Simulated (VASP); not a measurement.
# HC12 in VASP: further runs

HC12 is run at these levels: PBE+D3(BJ); tasks: single point.

Everything below comes from runs of VASP 6.6.1. Logs are shortened: lines on timing, memory, paths and dates and some standing lists are left out, and cuts for length are marked.

### 1 The cell of the first run

The cell holds a slab with vacuum, 13 atoms: a = 4.931 Å, b = 4.010 Å, c = 21.601 Å, α = 90.00°, β = 90.00°, γ = 90.00°.

### 2 Single point, PBE+D3(BJ), collinear spin

File INCAR:

```
SYSTEM = HC12
  PREC = Accurate
  ENCUT = 520
  EDIFF = 1E-6
  ISMEAR = 0
  SIGMA = 0.05
  LREAL = .False.
  LASPH = .True.
  NELM = 150
  ALGO = Normal
  ISIF = 2
  LWAVE = .False.
  LCHARG = .False.
  ISPIN = 2
  MAGMOM = 0 0 0 0 0 0 0 0 0 0 0 0 1
  LORBIT = 11
  LDIPOL = .True.
  IDIPOL = 3
  DIPOL = 0.5 0.5 0.300
  GGA = PE
  IVDW = 12
  NBANDS = 40
```

File KPOINTS:

```
Automatic mesh
0
Gamma
  6 7 1
  0 0 0
```

File POSCAR:

```
HC12
1.0
    4.9311586502      0.0000000000      0.0000000000
    0.0000000000      4.0098697767      0.0000000000
    0.0000000000      0.0000000000     21.6014232414
C H
12 1
Direct
    0.2500000000      0.3776970832      0.1851729840
    0.7500000000      0.3776970832      0.1851729840
    0.0000000000      0.4720802753      0.2130426460
    0.5000000000      0.4720802753      0.2130426460
    0.0000000000      0.6609562027      0.2688143161
    0.5000000000      0.6609562027      0.2688143161
    0.2500000000      0.7503681903      0.2962457608
    0.7500000000      0.7503681903      0.2962457608
    0.2500000000      0.9412921293      0.3552728042
    0.7500000000      0.9412921293      0.3552728042
    0.0000000000      0.0234303656      0.3796705036
    0.5000000000      0.0234303656      0.3796705036
    0.2500000000      0.5234303656      0.5092915924
```

Potentials or basis: VASP PAW PBE potentials, release 64 (C, H).

Launch:

```console
> cat potpaw_PBE.64/C/POTCAR potpaw_PBE.64/H/POTCAR > POTCAR
> mpirun -np 1 vasp_std > vasp.out
```

OUTCAR:

```text
SYSTEM = HC12
   PREC = Accurate
   ENCUT = 520
   EDIFF = 1E-6
   ISMEAR = 0
   LREAL = .False.
   LASPH = .True.
   NELM = 150
   ISIF = 2
   ISPIN = 2
   LORBIT = 11
   GGA = PE
   IVDW = 12
 IVDW          = 12

 ion  position               nearest neighbor table
   1  0.250  0.378  0.185-   3 1.42   4 1.42
   2  0.750  0.378  0.185-   3 1.42   4 1.42
   3  0.000  0.472  0.213-   5 1.42   2 1.42   1 1.42
   4  0.500  0.472  0.213-   6 1.42   2 1.42   1 1.42
   5  0.000  0.661  0.269-   7 1.41   8 1.41   3 1.42
   6  0.500  0.661  0.269-   7 1.41   8 1.41   4 1.42
   7  0.250  0.750  0.296-   5 1.41   6 1.41   9 1.49
   8  0.750  0.750  0.296-   5 1.41   6 1.41  10 1.49
   9  0.250  0.941  0.355-  11 1.38  12 1.38   7 1.49
  10  0.750  0.941  0.355-  11 1.38  12 1.38   8 1.49
  11  0.000  0.023  0.380-   9 1.38  10 1.38
  12  0.500  0.023  0.380-   9 1.38  10 1.38
  13  0.250  0.523  0.509-

  LATTYP: Found a simple orthorhombic cell.
 ALAT       =     4.0098697767
 B/A-ratio  =     1.2297553100
 C/A-ratio  =     5.3870635318

  Lattice vectors:

 A1 = (   0.0000000000,  -4.0098697767,   0.0000000000)
 A2 = (   4.9311586502,   0.0000000000,   0.0000000000)
 A3 = (   0.0000000000,   0.0000000000,  21.6014232414)

Analysis of symmetry for initial positions (statically):
=====================================================================
 Subroutine PRICEL returns:
 Original cell was already a primitive cell.

 Routine SETGRP: Setting up the symmetry group for a
 simple orthorhombic supercell.

 Subroutine GETGRP returns: Found  2 space group operations
 (whereof  1 operations were pure point group operations)
 out of a pool of  8 trial point group operations.

The static configuration has the point symmetry C_1 .
 The point group associated with its full space group is C_1h.

Analysis of symmetry for dynamics (positions and initial velocities):
=====================================================================
 Subroutine PRICEL returns:
 Original cell was already a primitive cell.

 Routine SETGRP: Setting up the symmetry group for a
 simple orthorhombic supercell.

 Subroutine GETGRP returns: Found  2 space group operations
 (whereof  1 operations were pure point group operations)
 out of a pool of  8 trial point group operations.

The dynamic configuration has the point symmetry C_1 .
 The point group associated with its full space group is C_1h.

Analysis of structural, dynamic, and magnetic symmetry:
=====================================================================
 Subroutine PRICEL returns:
 Original cell was already a primitive cell.

 Routine SETGRP: Setting up the symmetry group for a
 simple orthorhombic supercell.

 Subroutine GETGRP returns: Found  2 space group operations
 (whereof  1 operations were pure point group operations)
 out of a pool of  8 trial point group operations.

The overall configuration has the point symmetry C_1 .
 The point group associated with its full space group is C_1h.

 Subroutine INISYM returns: Found  2 space group operations
 (whereof  1 operations are pure point group operations),
 and found     1 'primitive' translations

----------------------------------------------------------------------------------------

                                     Primitive cell

  volume of cell :     427.1315

  direct lattice vectors                    reciprocal lattice vectors
     4.931158650  0.000000000  0.000000000     0.202792096  0.000000000  0.000000000
     0.000000000  4.009869777  0.000000000     0.000000000  0.249384657  0.000000000
     0.000000000  0.000000000 21.601423241     0.000000000  0.000000000  0.046293246

  length of vectors
     4.931158650  4.009869777 21.601423241     0.202792096  0.249384657  0.046293246

  position of ions in fractional coordinates (direct lattice)
     0.250000000  0.377697083  0.185172984
     0.750000000  0.377697083  0.185172984
     0.000000000  0.472080275  0.213042646
     0.500000000  0.472080275  0.213042646
[... 93 lines left out ...]
   NFREE  =      0    steps in history (QN), initial steepest desc. (CG)
   ISIF   =      2    stress and relaxation
   ISYM   =      2    0-nonsym 1-usesym 2-fastsym
   POTIM  = 0.5000    time-step for ionic-motion
   TEBEG  =    0.0;   TEEND  =   0.0 temperature during run
   PSTRESS=    0.0 pullay stress
   NELECT =      49.0000    total number of electrons
   NUPDOWN=      -1.0000    fix difference up-down
   EMIN   =  10.00;   EMAX   =-10.00  energy-range for DOS
   EFERMI =   0.00;   METHOD = LEGACY
   ISMEAR =     0;   SIGMA  =   0.05  broadening in eV -4-tet -1-fermi 0-gaus
   EFERMI_NEDOS =   21; number of points for ismear=-14 and -15
   IALGO  =     38    algorithm
   IMIX   =      4    mixing-type and parameters
     AMIX     =   0.40;   BMIX     =  1.00
     AMIX_MAG =   1.60;   BMIX_MAG =  1.00
  volume/ion in A,a.u.               =      32.86       221.73
  Fermi-wavevector in a.u.,A,eV,Ry     =   0.795462  1.503206  8.609228  0.632760
  Thomas-Fermi vector in A             =   1.901795
   LORBIT       =     11    0 simple, 1 ext, 2 COOP (PROOUT), +10 PAW based schemes
   GGA     = PE    functional components
   LHFCALC =     F    Hartree Fock is set to
   AEXX    =    0.0000 exact exchange contribution
   IVDW    =    12    specifies the selected vdW correction
   LEPSILON=     F    determine dielectric tensor
   LRPA    =     F    only Hartree local field effects (RPA)
 spin polarized calculation
 Gauss-broadening in eV      SIGMA  =   0.05
  energy-cutoff  :      520.00
  volume of cell :      427.13
 maximum number of plane-waves:     11558
 NGX is ok and might be reduce to    40
   NGX = 19   NGY = 15   NGZ = 81

 dipolmoment           0.000000      0.000000      0.130480 electrons x Angstroem

 number of electron      49.0000007 magnetization       1.0210362

 dipolmoment           0.000000      0.000000     -0.068868 electrons x Angstroem

 Free energy of the ion-electron system (eV)
  ---------------------------------------------------
  ext. energy  EPLUGINS =         0.00000000
  ---------------------------------------------------
  free energy    TOTEN  =       -98.89767513 eV

  energy without entropy =      -98.88415783  energy(sigma->0) =      -98.89091648

 E-fermi :  -3.6689     XC(G=0):  -3.5343

 val. band max:       -3.6888801556   @ k =   0.5000   0.4286   0.0000
 cond. band min:      -3.6597232772   @ k =   0.5000   0.0000   0.0000
 fundamental gap:      0.0291568784
 Fermi energy:        -3.6688791890

 spin component 1

 k-point     1 :       0.0000    0.0000    0.0000
  band No.  band energies     occupation
      1     -22.3549      1.00000
      2     -20.5915      1.00000
      3     -18.1765      1.00000
      4     -18.1627      1.00000
      5     -18.1158      1.00000
      6     -16.4524      1.00000
[... 613 lines left out ...]
     35       4.2323      0.00000
     36       4.9375      0.00000
 Fermi energy:        -3.6688791890

 spin component 2

 k-point     1 :       0.0000    0.0000    0.0000
  band No.  band energies     occupation
      1     -22.3524      1.00000
      2     -20.5869      1.00000
      3     -18.1731      1.00000
      4     -18.1608      1.00000
      5     -18.1129      1.00000
      6     -16.4438      1.00000
[... 613 lines left out ...]
     35       5.1322      0.00000
     36       5.1798      0.00000
 [bands above 36 left out]

------------------------ aborting loop because EDIFF is reached ----------------------------------------

 vacuum level on the upper side and lower side of the slab       (xc-potential included)        -0.307         0.308

 Edisp (eV)   -1.32006

 E8    (eV) :    -0.3909

  FORCE on cell =-STRESS in cart. coord.  units (eV):
  Direction    XX          YY          ZZ          XY          YZ          ZX
  --------------------------------------------------------------------------------------
  -------------------------------------------------------------------------------------
  Total      -0.47817     0.30951     1.42364     0.00000     0.83581     0.00000
  in kB      -1.79363     1.16096     5.34011     0.00000     3.13515     0.00000
  external pressure =        1.57 kB  Pullay stress =        0.00 kB

 VOLUME and BASIS-vectors are now :
 -----------------------------------------------------------------------------
  energy-cutoff  :      520.00
  volume of cell :      427.13
      direct lattice vectors                 reciprocal lattice vectors
     4.931158650  0.000000000  0.000000000     0.202792096  0.000000000  0.000000000
     0.000000000  4.009869777  0.000000000     0.000000000  0.249384657  0.000000000
     0.000000000  0.000000000 21.601423241     0.000000000  0.000000000  0.046293246

 POSITION                                       TOTAL-FORCE (eV/Angst)
 -----------------------------------------------------------------------------------
      1.23279      1.51452      4.00000         0.000000      0.858532      1.477655
      3.69837      1.51452      4.00000         0.000000      0.857785      1.476086
      0.00000      1.89298      4.60202        -0.005714     -1.614732     -2.842638
      2.46558      1.89298      4.60202         0.005714     -1.614732     -2.842638
      0.00000      2.65035      5.80677        -0.012490      0.724788      1.323491
      2.46558      2.65035      5.80677         0.012490      0.724788      1.323491
      1.23279      3.00888      6.39933         0.000000      0.024771      0.024037
      3.69837      3.00888      6.39933         0.000000      0.009812      0.005109
      1.23279      3.77446      7.67440         0.000000      0.023848      0.029498
      3.69837      3.77446      7.67440         0.000000     -0.034504     -0.055546
      0.00000      0.09395      8.20142        -0.034145      0.027140      0.069962
      2.46558      0.09395      8.20142         0.034145      0.027140      0.069962
      1.23279      2.09889     11.00142         0.000000     -0.014633     -0.058467
 -----------------------------------------------------------------------------------
    total drift:                                0.000000     -0.000008     -0.000244

  FREE ENERGIE OF THE ION-ELECTRON SYSTEM (eV)
  ---------------------------------------------------
  free  energy   TOTEN  =      -100.2177337305 eV

  energy  without entropy=     -100.2042164253  energy(sigma->0) =     -100.21097508

 vacuum level on the upper side and lower side of the slab         2.341         2.973

 total charge

# of ion       s       p       d       tot
------------------------------------------
    1        0.910   1.522   0.000   2.432
    2        0.910   1.522   0.000   2.433
    3        0.869   1.763   0.000   2.632
    4        0.869   1.763   0.000   2.632
    5        0.876   1.775   0.000   2.651
    6        0.876   1.775   0.000   2.651
    7        0.872   1.733   0.000   2.605
    8        0.872   1.734   0.000   2.606
    9        0.871   1.780   0.000   2.651
   10        0.871   1.780   0.000   2.651
   11        0.918   1.591   0.000   2.509
   12        0.918   1.591   0.000   2.509
   13        0.376   0.000   0.000   0.376
--------------------------------------------------
tot         11.009  20.330   0.000  31.338

 magnetization (x)

# of ion       s       p       d       tot
------------------------------------------
    1       -0.000   0.001   0.000   0.000
    2       -0.001  -0.001   0.000  -0.003
    3       -0.000   0.000   0.000   0.000
    4       -0.000   0.000   0.000   0.000
    5       -0.000   0.001   0.000   0.001
    6       -0.000   0.001   0.000   0.001
    7       -0.001  -0.004   0.000  -0.005
    8        0.001   0.005   0.000   0.007
    9       -0.001  -0.000   0.000  -0.001
   10        0.001   0.002   0.000   0.003
   11        0.002   0.008   0.000   0.011
   12        0.002   0.008   0.000   0.011
   13        0.376   0.000   0.000   0.376
--------------------------------------------------
tot          0.379   0.021   0.000   0.399
```

Wall time 21 min (1 thread of Oxide Virtual Turin-like, shared host); peak memory 0.8 GiB.

What came out:

```yaml
Free_energy: -100.2177 eV
Largest_force: 3.269 eV/Å
Band_gap_on_the_k_mesh: 0.03 eV (least direct gap 0.06 eV)
Net_moment: 1.02 μB per cell
Site_moments: C +0.00, -0.00, -0.01, +0.01 (each value once); H +0.38 μB
Valence_electrons_inside_the_program's_atomic_spheres: C 2.43, 2.63, 2.65, 2.60, 2.61, 2.51 (each value once); H 0.38
Dispersion_energy_per_atom: -0.102 eV
```

Forces in eV/Å, atoms in the order of the input:
```
C    0.000  0.859  1.478
C    0.000  0.858  1.476
C   -0.006 -1.615 -2.843
C    0.006 -1.615 -2.843
C   -0.012  0.725  1.323
C    0.012  0.725  1.323
C    0.000  0.025  0.024
C    0.000  0.010  0.005
C    0.000  0.024  0.029
C    0.000 -0.035 -0.056
C   -0.034  0.027  0.070
C    0.034  0.027  0.070
H    0.000 -0.015 -0.058
```

Caveat: a moment this small can come from the mesh or the smearing.

### 3 Single point, PBE+D3(BJ), collinear spin

File INCAR:

```
SYSTEM = HC12
ALGO     = Normal         ! electronic algorithm
DIPOL    = 0.5 0.5 0.300
EDIFF    = 1E-6           ! SCF threshold, eV
ENCUT    = 520            ! plane-wave cutoff, eV
GGA      = PE             ! functional
IDIPOL   = 3            
ISIF     = 2              ! what is computed and relaxed
ISMEAR   = 0              ! smearing method
ISPIN    = 2              ! spin polarisation
IVDW     = 12             ! dispersion correction
LASPH    = .True.         ! aspherical terms in the spheres
LCHARG   = .False.        ! write CHGCAR
LDIPOL   = .True.       
LORBIT   = 11             ! projections on sites
LREAL    = .False.        ! projectors in reciprocal space
LWAVE    = .False.        ! write WAVECAR
MAGMOM   = 0 0 0 0 0 0 0 0 0 0 0 0 1 ! initial moments
NBANDS   = 40             ! bands
NELM     = 150            ! most SCF steps
PREC     = Accurate       ! precision mode
SIGMA    = 0.05           ! smearing width, eV
```

File KPOINTS:

```
k-points
0
Gamma
  6 7 1
  0 0 0
```

POSCAR, as its differences from that of step 2:

```diff
@@ -20,2 +20,2 @@
     0.5000000000      0.0234303656      0.3796705036
-    0.2500000000      0.5234303656      0.5092915924
+    0.0000000000      0.0234303656      0.5092915924
```

Potentials or basis: VASP PAW PBE potentials, release 64 (C, H).

Launch:

```console
> cat potpaw_PBE.64/C/POTCAR potpaw_PBE.64/H/POTCAR > POTCAR
> mpirun -np 1 vasp_std > vasp.out
```

OUTCAR:

```text
SYSTEM = HC12
   EDIFF = 1E-6
   ENCUT = 520
   GGA = PE
   ISIF = 2
   ISMEAR = 0
   ISPIN = 2
   IVDW = 12
   LASPH = .True.
   LORBIT = 11
   LREAL = .False.
   NELM = 150
   PREC = Accurate
 IVDW          = 12

 ion  position               nearest neighbor table
   1  0.250  0.378  0.185-   3 1.42   4 1.42
   2  0.750  0.378  0.185-   3 1.42   4 1.42
   3  0.000  0.472  0.213-   5 1.42   2 1.42   1 1.42
   4  0.500  0.472  0.213-   6 1.42   2 1.42   1 1.42
   5  0.000  0.661  0.269-   7 1.41   8 1.41   3 1.42
   6  0.500  0.661  0.269-   7 1.41   8 1.41   4 1.42
   7  0.250  0.750  0.296-   5 1.41   6 1.41   9 1.49
   8  0.750  0.750  0.296-   5 1.41   6 1.41  10 1.49
   9  0.250  0.941  0.355-  11 1.38  12 1.38   7 1.49
  10  0.750  0.941  0.355-  11 1.38  12 1.38   8 1.49
  11  0.000  0.023  0.380-   9 1.38  10 1.38
[... 1522 lines left out ...]
    total drift:                                0.000000     -0.000054     -0.000318

  FREE ENERGIE OF THE ION-ELECTRON SYSTEM (eV)
  ---------------------------------------------------
  free  energy   TOTEN  =      -101.2422390138 eV

  energy  without entropy=     -101.2412924413  energy(sigma->0) =     -101.24176573

 vacuum level on the upper side and lower side of the slab         2.340         2.457

 total charge

# of ion       s       p       d       tot
------------------------------------------
    1        0.864   1.574   0.000   2.438
    2        0.864   1.574   0.000   2.438
    3        0.861   1.767   0.000   2.628
    4        0.862   1.765   0.000   2.627
    5        0.865   1.792   0.000   2.657
    6        0.867   1.789   0.000   2.656
    7        0.860   1.750   0.000   2.610
    8        0.860   1.750   0.000   2.610
    9        0.865   1.786   0.000   2.651
   10        0.865   1.786   0.000   2.651
   11        0.886   1.625   0.000   2.510
   12        0.889   1.623   0.000   2.512
   13        0.371   0.000   0.000   0.371
--------------------------------------------------
tot         10.778  20.580   0.000  31.357

 magnetization (x)

# of ion       s       p       d       tot
------------------------------------------
    1        0.102   0.537   0.000   0.639
    2        0.102   0.537   0.000   0.639
    3        0.003  -0.027   0.000  -0.024
    4        0.002  -0.031   0.000  -0.029
    5        0.016   0.094   0.000   0.110
    6        0.010   0.071   0.000   0.080
    7       -0.002  -0.052   0.000  -0.054
    8       -0.002  -0.052   0.000  -0.054
    9        0.005   0.039   0.000   0.044
   10        0.005   0.039   0.000   0.044
   11       -0.061  -0.474   0.000  -0.536
   12        0.055   0.276   0.000   0.331
   13        0.362  -0.000   0.000   0.362
--------------------------------------------------
tot          0.597   0.955   0.000   1.552
```

OSZICAR:

```text
N       E                     dE             d eps       ncg     rms          rms(c)
DAV:   1     0.373913180360E+03    0.37391E+03   -0.18597E+04  2568   0.944E+02
DAV:   2    -0.459211061929E+02   -0.41983E+03   -0.39375E+03  3744   0.229E+02
DAV:   3    -0.104312475789E+03   -0.58391E+02   -0.56803E+02  3248   0.880E+01
[... 39 lines left out ...]
DAV:  43    -0.999208004146E+02   -0.11332E-04   -0.94422E-08  2384   0.114E-03    0.661E-04
DAV:  44    -0.999208083580E+02   -0.79434E-05   -0.51505E-08  2240   0.823E-04    0.374E-04
DAV:  45    -0.999208127044E+02   -0.43464E-05   -0.23230E-08  2248   0.496E-04    0.229E-04
DAV:  46    -0.999208145476E+02   -0.18432E-05   -0.19217E-08  2144   0.425E-04    0.208E-04
DAV:  47    -0.999208150735E+02   -0.52591E-06   -0.59225E-09  2224   0.252E-04
   1 F= -.10124224E+03 E0= -.10124177E+03  d E =-.946572E-03  mag=     3.0000
```

stdout:

```text
POSCAR found type information on POSCAR C H
 POSCAR found :  2 types and      13 ions
 scaLAPACK will be used
 LDA part: xc-table for (Slater+PW92), standard interpolation
 POSCAR, INCAR and KPOINTS ok, starting setup
 FFT: planning ... GRIDC
 FFT: planning ... GRID_SOFT
 FFT: planning ... GRID
 WAVECAR not read
 entering main loop
```

It took 22 min on 1 thread of Oxide Virtual Turin-like, shared host; peak memory 0.82 GiB.

Results:

| Item | Value |
| --- | --- |
| Free energy | -101.2422 eV |
| Largest force | 3.684 eV/Å |
| Band gap on the k mesh | 0.03 eV |
| Net moment | 3.00 μB per cell |
| Site moments | C +0.64, -0.02, -0.03, +0.11, +0.08, -0.05, +0.04, -0.54, +0.33 (each value once); H +0.36 μB |
| Valence electrons inside the program's atomic spheres | C 2.44, 2.63, 2.66, 2.61, 2.65, 2.51 (each value once); H 0.37 |
| Dispersion energy per atom | -0.102 eV |

Forces in eV/Å, atoms in the order of the input:
```
C    0.029  1.372  2.211
C   -0.029  1.372  2.211
C    0.000 -1.822 -3.042
C    0.000 -1.895 -3.160
C    0.000  0.397  0.882
C    0.000  0.482  1.030
C   -0.003  0.336  0.406
C    0.003  0.336  0.406
C    0.110 -0.102 -0.221
C   -0.110 -0.102 -0.221
C    0.000 -0.181  0.209
C    0.000 -0.223 -0.350
H    0.000  0.029 -0.361
```

Levels at points of the mesh, in eV from the valence-band top:
Spin up:
| k point | band 22 | band 23 | band 24 | band 25 | band 26 | band 27 | band 28 | band 29 | band 30 | band 31 |
| --- | --- | --- | --- | --- | --- | --- | --- | --- | --- | --- |
| (0.00, 0.00, 0.00) | -2.33 | -2.17 | -1.91 | -1.54 | -0.30 | 0.63 | 0.72 | 1.85 | 2.14 | 2.85 |
| (0.50, 0.00, 0.00) | -2.61 | -2.45 | -2.35 | -2.35 | -1.70 | 0.71 | 2.31 | 2.46 | 4.80 | 5.01 |
Spin down:
| k point | band 20 | band 21 | band 22 | band 23 | band 24 | band 25 | band 26 | band 27 |
| --- | --- | --- | --- | --- | --- | --- | --- | --- |
| (0.00, 0.00, 0.00) | -2.14 | -1.99 | -1.97 | 0.00 | 0.03 | 0.37 | 0.64 | 1.26 |
| (0.50, 0.00, 0.00) | -3.96 | -2.39 | -2.29 | -1.81 | 0.38 | 0.45 | 0.54 | 2.38 |
